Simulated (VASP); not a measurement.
# LiF (F-43m) in VASP: further runs

LiF is run at these levels: PBE, r2SCAN; tasks: single point.

All numbers are computed with VASP 6.6.1; they aren't measurements. Logs are shortened: lines on timing, memory, paths and dates and some standing lists are left out, and cuts for length are marked.

## (1) The cell of the first run

The structure is cubic, space group F-43m (No. 216). Conventional cell: a = 4.342 Å, b = 4.342 Å, c = 4.342 Å, α = 90.00°, β = 90.00°, γ = 90.00°. Within 2.5 Å of Li (site symmetry -43m) lie 4 F at 1.88 Å. F (site symmetry -43m) has 4 Li at 1.88 Å within 2.5 Å.

## (2) Single point, PBE (strain +1.2%)

Input file INCAR:

```
SYSTEM = LiF
PREC = Accurate
ENCUT = 520
EDIFF = 1E-7
ISMEAR = -1
SIGMA = 0.02
LREAL = .FALSE.
LASPH = .TRUE.
NELM = 80
ALGO = Normal
ISIF = 2
LWAVE = .FALSE.
LCHARG = .FALSE.
GGA = PE
NBANDS = 12
```

Input file KPOINTS:

```
Automatic mesh
0
G
  10 10 10
  0 0 0
```

Input file POSCAR:

```
LiF
1.0
    0.0000000000      2.1707747985      2.1707747985
    2.1707747985      0.0000000000      2.1707747985
    2.1707747985      2.1707747985      0.0000000000
Li F
1 1
Direct
    0.0000000000      0.0000000000      0.0000000000
    0.2500000000      0.2500000000      0.2500000000
```

Potentials or basis: VASP PAW PBE potentials, release 64 (Li_sv, F).

Run with:

```console
> cat potpaw_PBE.64/Li_sv/POTCAR potpaw_PBE.64/F/POTCAR > POTCAR
> mpirun -np 1 vasp_std > vasp.out
```

OUTCAR:

```text
SYSTEM = LiF
   PREC = Accurate
   ENCUT = 520
   EDIFF = 1E-7
   ISMEAR = -1
   LREAL = .FALSE.
   LASPH = .TRUE.
   NELM = 80
   ISIF = 2
   GGA = PE

 ion  position               nearest neighbor table
   1  0.000  0.000  0.000-   2 1.88   2 1.88   2 1.88   2 1.88
   2  0.250  0.250  0.250-   1 1.88   1 1.88   1 1.88   1 1.88

  LATTYP: Found a face centered cubic cell.
 ALAT       =     4.3415495970

  Lattice vectors:

 A1 = (   0.0000000000,   2.1707747985,   2.1707747985)
 A2 = (   2.1707747985,   0.0000000000,   2.1707747985)
 A3 = (   2.1707747985,   2.1707747985,   0.0000000000)

Analysis of symmetry for initial positions (statically):
=====================================================================
 Subroutine PRICEL returns:
 Original cell was already a primitive cell.

 Routine SETGRP: Setting up the symmetry group for a
 face centered cubic supercell.

 Subroutine GETGRP returns: Found 24 space group operations
 (whereof 24 operations were pure point group operations)
 out of a pool of 48 trial point group operations.

The static configuration has the point symmetry T_d .

Analysis of symmetry for dynamics (positions and initial velocities):
=====================================================================
 Subroutine PRICEL returns:
 Original cell was already a primitive cell.

 Routine SETGRP: Setting up the symmetry group for a
 face centered cubic supercell.

 Subroutine GETGRP returns: Found 24 space group operations
 (whereof 24 operations were pure point group operations)
 out of a pool of 48 trial point group operations.

The dynamic configuration has the point symmetry T_d .

 Subroutine INISYM returns: Found 24 space group operations
 (whereof 24 operations are pure point group operations),
 and found     1 'primitive' translations

----------------------------------------------------------------------------------------

                                     Primitive cell

  volume of cell :      20.4585

  direct lattice vectors                    reciprocal lattice vectors
     0.000000000  2.170774799  2.170774799    -0.230332506  0.230332506  0.230332506
     2.170774799  0.000000000  2.170774799     0.230332506 -0.230332506  0.230332506
     2.170774799  2.170774799  0.000000000     0.230332506  0.230332506 -0.230332506

  length of vectors
     3.069939161  3.069939161  3.069939161     0.398947604  0.398947604  0.398947604

  position of ions in fractional coordinates (direct lattice)
     0.000000000  0.000000000  0.000000000
     0.250000000  0.250000000  0.250000000

  ion indices of the primitive-cell ions
   primitive index   ion index
                 1           1
                 2           2

----------------------------------------------------------------------------------------

 KPOINTS: Automatic mesh

Automatic generation of k-mesh.
 Grid dimensions read from file:
 generate k-points for:   10   10   10

 Generating k-lattice:

  Cartesian coordinates                     Fractional coordinates (reciprocal lattice)
    -0.023033251  0.023033251  0.023033251     0.100000000  0.000000000  0.000000000
     0.023033251 -0.023033251  0.023033251     0.000000000  0.100000000  0.000000000
     0.023033251  0.023033251 -0.023033251     0.000000000  0.000000000  0.100000000

  Length of vectors
     0.039894760  0.039894760  0.039894760

  Shift w.r.t. Gamma in fractional coordinates (k-lattice)
     0.000000000  0.000000000  0.000000000

 Subroutine IBZKPT returns following result:
 ===========================================

 Found     47 irreducible k-points:

 Following reciprocal coordinates:
            Coordinates               Weight
  0.000000  0.000000  0.000000      1.000000
  0.100000  0.000000  0.000000      8.000000
  0.200000  0.000000  0.000000      8.000000
  0.300000  0.000000  0.000000      8.000000
  0.400000  0.000000  0.000000      8.000000
  0.500000  0.000000  0.000000      4.000000
[... 16 lines left out ...]
  0.300000  0.300000  0.000000      6.000000
  0.400000  0.300000  0.000000     24.000000
 [... further k-points ...]
   k-points           NKPTS =     47   k-points in BZ     NKDIM =     47   number of bands    NBANDS=     12
   number of dos      NEDOS =    301   number of ions     NIONS =      2
   total plane-waves  NPLWV =  13824
   dimension x,y,z NGX =    24 NGY =   24 NGZ =   24
   dimension x,y,z NGXF=    48 NGYF=   48 NGZF=   48
   ions per type =               1   1
   NGX,Y,Z   is equivalent  to a cutoff of  13.00, 13.00, 13.00 a.u.
   NGXF,Y,Z  is equivalent  to a cutoff of  25.99, 25.99, 25.99 a.u.
 SYSTEM =  LiF
   PREC   = accura    normal or accurate (medium, high low for compatibility)
   ISTART =      0    job   : 0-new  1-cont  2-samecut
   ICHARG =      2    charge: 1-file 2-atom 10-const
   ISPIN  =      1    spin polarized calculation?
   LNONCOLLINEAR =      F non collinear calculations
   LSORBIT =      F    spin-orbit coupling
   LASPH  =      T    aspherical Exc in radial PAW
   ENCUT  =  520.0 eV  38.22 Ry    6.18 a.u.   5.71  5.71  5.71*2*pi/ulx,y,z
   NELM   =     80;   NELMIN=  2; NELMDL= -5     # of ELM steps
   EDIFF  = 0.1E-06   stopping-criterion for ELM
   LREAL  =      F    real-space projection
   EDIFFG = 0.1E-05   stopping-criterion for IOM
   NSW    =      0    number of steps for IOM
   IBRION =     -1    ionic relax: 0-MD 1-quasi-New 2-CG
   NFREE  =      0    steps in history (QN), initial steepest desc. (CG)
   ISIF   =      2    stress and relaxation
   ISYM   =      2    0-nonsym 1-usesym 2-fastsym
   POTIM  = 0.5000    time-step for ionic-motion
   TEBEG  =    0.0;   TEEND  =   0.0 temperature during run
   PSTRESS=    0.0 pullay stress
   NELECT =      10.0000    total number of electrons
   NUPDOWN=      -1.0000    fix difference up-down
   EMIN   =  10.00;   EMAX   =-10.00  energy-range for DOS
   EFERMI =   0.00;   METHOD = LEGACY
   ISMEAR =    -1;   SIGMA  =   0.02  broadening in eV -4-tet -1-fermi 0-gaus
   EFERMI_NEDOS =   21; number of points for ismear=-14 and -15
   IALGO  =     38    algorithm
   IMIX   =      4    mixing-type and parameters
     AMIX     =   0.40;   BMIX     =  1.00
     AMIX_MAG =   1.60;   BMIX_MAG =  1.00
  volume/ion in A,a.u.               =      10.23        69.03
  Fermi-wavevector in a.u.,A,eV,Ry     =   1.289585  2.436963 22.626899  1.663030
  Thomas-Fermi vector in A             =   2.421469
   LORBIT       =      0    0 simple, 1 ext, 2 COOP (PROOUT), +10 PAW based schemes
   GGA     = PE    functional components
   LHFCALC =     F    Hartree Fock is set to
   AEXX    =    0.0000 exact exchange contribution
   IVDW    =     0    specifies the selected vdW correction
   LEPSILON=     F    determine dielectric tensor
   LRPA    =     F    only Hartree local field effects (RPA)
 non-spin polarized calculation
  energy-cutoff  :      520.00
  volume of cell :       20.46
 maximum number of plane-waves:       568
   NGX = 11   NGY = 11   NGZ = 11

 number of electron      10.0000000 magnetization

 number of electron       9.9999987 magnetization

 Free energy of the ion-electron system (eV)
  ---------------------------------------------------
  ext. energy  EPLUGINS =         0.00000000
  ---------------------------------------------------
  free energy    TOTEN  =        -9.62734408 eV

  energy without entropy =       -9.62734408  energy(sigma->0) =       -9.62734408

 E-fermi :  -2.0611     XC(G=0):  -8.7052

 val. band max:       -2.6911998016   @ k =   0.0000   0.0000   0.0000
 cond. band min:       5.0301729962   @ k =   0.0000   0.0000   0.0000
 fundamental gap:      7.7213727979
 Fermi energy:        -2.0611054851

 k-point     1 :       0.0000    0.0000    0.0000
  band No.  band energies     occupation
      1     -43.1318      2.00000
      2     -21.9749      2.00000
      3      -2.6912      2.00000
      4      -2.6912      2.00000
      5      -2.6912      2.00000
      6       5.0302      0.00000
      7      16.4869      0.00000
      8      16.4869      0.00000
      9      16.4869      0.00000
     10      24.9497      0.00000
     11      24.9497      0.00000
     12      24.9497      0.00000

 k-point     2 :       0.1000    0.0000    0.0000
  band No.  band energies     occupation
      1     -43.1287      2.00000
      2     -21.9589      2.00000
      3      -2.9034      2.00000
      4      -2.7158      2.00000
      5      -2.7158      2.00000
      6       5.3115      0.00000
      7      16.2454      0.00000
      8      16.5411      0.00000
      9      16.5411      0.00000
     10      23.7625      0.00000
     11      23.7646      0.00000
     12      23.7646      0.00000

 k-point     3 :       0.2000    0.0000    0.0000
  band No.  band energies     occupation
      1     -43.1207      2.00000
      2     -21.9172      2.00000
      3      -3.4205      2.00000
      4      -2.7792      2.00000
      5      -2.7792      2.00000
      6       6.0755      0.00000
      7      15.4033      0.00000
      8      16.5904      0.00000
      9      16.5905      0.00000
     10      22.8318      0.00000
     11      22.8318      0.00000
     12      23.1199      0.00000
[... 286 lines left out ...]
 k-point    23 :       0.3000    0.3000    0.0000
  band No.  band energies     occupation
      1     -43.1037      2.00000
      2     -21.8294      2.00000
      3      -3.7053      2.00000
      4      -3.1984      2.00000
      5      -3.1984      2.00000
      6       7.1303      0.00000
      7      14.9411      0.00000
      8      16.2780      0.00000
      9      16.2780      0.00000
     10      17.5597      0.00000
     11      25.3365      0.00000
     12      29.0468      0.00000

 k-point    24 :       0.4000    0.3000    0.0000
  band No.  band energies     occupation
      1     -43.0973      2.00000
      2     -21.7947      2.00000
      3      -3.9328      2.00000
      4      -3.2957      2.00000
      5      -3.2791      2.00000
      6       7.6558      0.00000
      7      13.7097      0.00000
      8      16.3066      0.00000
      9      16.3700      0.00000
     10      18.0798      0.00000
     11      24.8917      0.00000
     12      28.5408      0.00000

 [... further k-points ...]
[... 5 lines left out ...]
  --------------------------------------------------------------------------------------
  -------------------------------------------------------------------------------------
  Total        0.0828655      0.0828655      0.0828655      0.0000000     -0.0000000     -0.0000000
  in kB        6.4894835      6.4894835      6.4894835      0.0000000     -0.0000000     -0.0000000
  external PRESSURE =       6.4894835 kB  Pullay stress =       0.0000000 kB

 VOLUME and BASIS-vectors are now :
 -----------------------------------------------------------------------------
  energy-cutoff  :      520.00
  volume of cell :       20.46
      direct lattice vectors                 reciprocal lattice vectors
     0.000000000  2.170774799  2.170774799    -0.230332506  0.230332506  0.230332506
     2.170774799  0.000000000  2.170774799     0.230332506 -0.230332506  0.230332506
     2.170774799  2.170774799  0.000000000     0.230332506  0.230332506 -0.230332506

 POSITION                                       TOTAL-FORCE (eV/Angst)
 -----------------------------------------------------------------------------------
      0.00000      0.00000      0.00000        -0.000000     -0.000000     -0.000000
      1.08539      1.08539      1.08539         0.000000      0.000000      0.000000
 -----------------------------------------------------------------------------------
    total drift:                                0.000000      0.000000      0.000000

  FREE ENERGIE OF THE ION-ELECTRON SYSTEM (eV)
  ---------------------------------------------------
  free  energy   TOTEN  =        -9.6273440812 eV

  energy  without entropy=       -9.6273440812  energy(sigma->0) =       -9.62734408
```

Run time: 7 s. Hardware: 1 thread of Intel Xeon 6975P-C, shared host; peak memory 0.13 GiB.

What came out:

* Free energy: -9.6273 eV
* Band gap on the k mesh: 7.72 eV, direct

Levels at points of the mesh, in eV from the valence-band top:
```tsv
k point	band 3	band 4	band 5	band 6	band 7	band 8
(0.00, 0.00, 0.00)	0.00	0.00	0.00	7.72	19.18	19.18
(0.50, 0.00, 0.00)	-1.91	-0.25	-0.25	11.73	14.63	18.83
(0.50, 0.50, 0.00)	-1.35	-0.76	-0.76	10.48	15.71	19.12
```

Caveat: the cell differs from its parent crystal (strain +1.2%); the cutoff is under 1.25 times the usual one of these potentials, so pressure, stress and relaxed cells hold a basis-set (Pulay) error. A k mesh can miss the band edges.

## (3) Single point, r2SCAN (strain +1.2%)

POSCAR is that of step 2.

Input file INCAR.step1:

```
PREC     = Accurate       # precision mode
ENCUT    = 520            # plane-wave cutoff, eV
ISMEAR   = 0              # smearing method
SIGMA    = 0.01           # smearing width, eV
LREAL    = False          # projectors in reciprocal space
LASPH    = True           # aspherical terms in the spheres
NELM     = 60             # most SCF steps
NBANDS   = 12             # bands
GGA      = PE             # functional
ALGO     = Normal         # electronic algorithm
EDIFF    = 1E-4           # SCF threshold, eV
LWAVE    = True           # write WAVECAR
LCHARG   = False          # write CHGCAR
```

Input file INCAR.step2:

```
PREC     = Accurate       # precision mode
ENCUT    = 520            # plane-wave cutoff, eV
EDIFF    = 1E-7           # SCF threshold, eV
ISMEAR   = 0              # smearing method
SIGMA    = 0.01           # smearing width, eV
LREAL    = False          # projectors in reciprocal space
LASPH    = True           # aspherical terms in the spheres
NELM     = 60             # most SCF steps
ALGO     = Normal         # electronic algorithm
ISIF     = 2              # what is computed and relaxed
LWAVE    = False          # write WAVECAR
LCHARG   = False          # write CHGCAR
METAGGA  = R2SCAN         # meta-GGA
LMIXTAU  = True         
NBANDS   = 12             # bands
ISTART   = 1
```

Input file KPOINTS:

```
Automatic mesh
0
Gamma
  10 10 10
```

Potentials or basis: VASP PAW PBE potentials, release 64 (Li_sv, F).

Run with:

```console
> cat potpaw_PBE.64/Li_sv/POTCAR potpaw_PBE.64/F/POTCAR > POTCAR
> cp INCAR.step1 INCAR
> mpirun -np 1 vasp_std > vasp.out
> cp INCAR.step2 INCAR
> mpirun -np 1 vasp_std > vasp.out
```

OUTCAR:

```text
PREC = Accurate
   ENCUT = 520
   EDIFF = 1E-7
   ISMEAR = 0
   LREAL = False
   LASPH = True
   NELM = 60
   ISIF = 2
   METAGGA = R2SCAN
   ISTART = 1

 ion  position               nearest neighbor table
   1  0.000  0.000  0.000-   2 1.88   2 1.88   2 1.88   2 1.88
   2  0.250  0.250  0.250-   1 1.88   1 1.88   1 1.88   1 1.88

  LATTYP: Found a face centered cubic cell.
 ALAT       =     4.3415495970

  Lattice vectors:

 A1 = (   0.0000000000,   2.1707747985,   2.1707747985)
 A2 = (   2.1707747985,   0.0000000000,   2.1707747985)
 A3 = (   2.1707747985,   2.1707747985,   0.0000000000)

Analysis of symmetry for initial positions (statically):
=====================================================================
 Subroutine PRICEL returns:
 Original cell was already a primitive cell.

 Routine SETGRP: Setting up the symmetry group for a
 face centered cubic supercell.

 Subroutine GETGRP returns: Found 24 space group operations
 (whereof 24 operations were pure point group operations)
 out of a pool of 48 trial point group operations.

The static configuration has the point symmetry T_d .

Analysis of symmetry for dynamics (positions and initial velocities):
[... 166 lines left out ...]
 k-point     1 :       0.0000    0.0000    0.0000
  band No.  band energies     occupation
      1     -44.8810      2.00000
      2     -23.7124      2.00000
      3      -3.3124      2.00000
      4      -3.3124      2.00000
      5      -3.3124      2.00000
      6       5.2458      0.00000
      7      17.4297      0.00000
      8      17.4297      0.00000
      9      17.4304      0.00000
     10      25.4393      0.00000
     11      25.4393      0.00000
     12      25.4393      0.00000
[... 331 lines left out ...]
 k-point    24 :       0.4000    0.3000    0.0000
  band No.  band energies     occupation
      1     -44.8461      2.00000
      2     -23.5494      2.00000
      3      -4.5261      2.00000
      4      -3.9068      2.00000
      5      -3.8957      2.00000
      6       7.8293      0.00000
      7      14.0719      0.00000
      8      17.1237      0.00000
      9      17.1747      0.00000
     10      19.1485      0.00000
     11      25.7335      0.00000
     12      29.4980      0.00000

 [... further k-points ...]
[... 5 lines left out ...]
  --------------------------------------------------------------------------------------
  -------------------------------------------------------------------------------------
  Total       -0.2972518     -0.2972518     -0.2972518      0.0000000      0.0000000      0.0000000
  in kB      -23.2788119    -23.2788119    -23.2788119      0.0000000      0.0000000      0.0000000
  external PRESSURE =     -23.2788119 kB  Pullay stress =       0.0000000 kB

 VOLUME and BASIS-vectors are now :
 -----------------------------------------------------------------------------
  energy-cutoff  :      520.00
  volume of cell :       20.46
      direct lattice vectors                 reciprocal lattice vectors
     0.000000000  2.170774799  2.170774799    -0.230332506  0.230332506  0.230332506
     2.170774799  0.000000000  2.170774799     0.230332506 -0.230332506  0.230332506
     2.170774799  2.170774799  0.000000000     0.230332506  0.230332506 -0.230332506

 POSITION                                       TOTAL-FORCE (eV/Angst)
 -----------------------------------------------------------------------------------
      0.00000      0.00000      0.00000         0.000000      0.000000      0.000000
      1.08539      1.08539      1.08539        -0.000000     -0.000000     -0.000000
 -----------------------------------------------------------------------------------
    total drift:                                0.000000      0.000000      0.000000

  FREE ENERGIE OF THE ION-ELECTRON SYSTEM (eV)
  ---------------------------------------------------
  free  energy   TOTEN  =       -11.8027547876 eV

  energy  without entropy=      -11.8027547876  energy(sigma->0) =      -11.80275479
```

OUTCAR.step1:

```text
PREC = Accurate
   ENCUT = 520
   ISMEAR = 0
   LREAL = False
   LASPH = True
[... 583 lines left out ...]
      0.00000      0.00000      0.00000         0.000000     -0.000000      0.000000
      1.08539      1.08539      1.08539        -0.000000      0.000000     -0.000000
 -----------------------------------------------------------------------------------
    total drift:                               -0.000001     -0.000001     -0.000001

  FREE ENERGIE OF THE ION-ELECTRON SYSTEM (eV)
  ---------------------------------------------------
  free  energy   TOTEN  =        -9.6273427225 eV

  energy  without entropy=       -9.6273427225  energy(sigma->0) =       -9.62734272
```

OSZICAR.step1:

```text
N       E                     dE             d eps       ncg     rms          rms(c)
DAV:   1     0.350340929899E+02    0.35034E+02   -0.51899E+03  1136   0.829E+02
DAV:   2    -0.889039170380E+01   -0.43924E+02   -0.42748E+02  1348   0.187E+02
DAV:   3    -0.103189448160E+02   -0.14286E+01   -0.14221E+01  1472   0.303E+01
DAV:   4    -0.103403843268E+02   -0.21440E-01   -0.21438E-01  1312   0.416E+00
DAV:   5    -0.103407749896E+02   -0.39066E-03   -0.39066E-03  1504   0.438E-01    0.522E+00
DAV:   6    -0.959670412375E+01    0.74407E+00   -0.35752E+00  1228   0.115E+01    0.165E+00
DAV:   7    -0.960758261306E+01   -0.10878E-01   -0.25141E-02  1308   0.142E+00    0.102E+00
DAV:   8    -0.962696660051E+01   -0.19384E-01   -0.27743E-02  1308   0.162E+00    0.189E-01
DAV:   9    -0.962690862690E+01    0.57974E-04   -0.14816E-03  1416   0.319E-01    0.740E-02
DAV:  10    -0.962735409256E+01   -0.44547E-03   -0.76801E-04  1288   0.199E-01    0.423E-02
DAV:  11    -0.962734272255E+01    0.11370E-04   -0.42488E-05  1160   0.561E-02
   1 F= -.96273427E+01 E0= -.96273427E+01  d E =-.795705E-85
```

Wall time 35 s (1 thread of Intel Xeon 6975P-C, shared host); peak memory 0.14 GiB.

What came out:

```yaml
Free_energy: -11.8028 eV
Band_gap_on_the_k_mesh: 8.56 eV, direct
```

Caveat: the cell differs from its parent crystal (strain +1.2%); the cutoff is under 1.25 times the usual one of these potentials, so pressure, stress and relaxed cells hold a basis-set (Pulay) error; the PAW data sets were made with another functional, which shifts forces and pressure a little. A k mesh can miss the band edges.
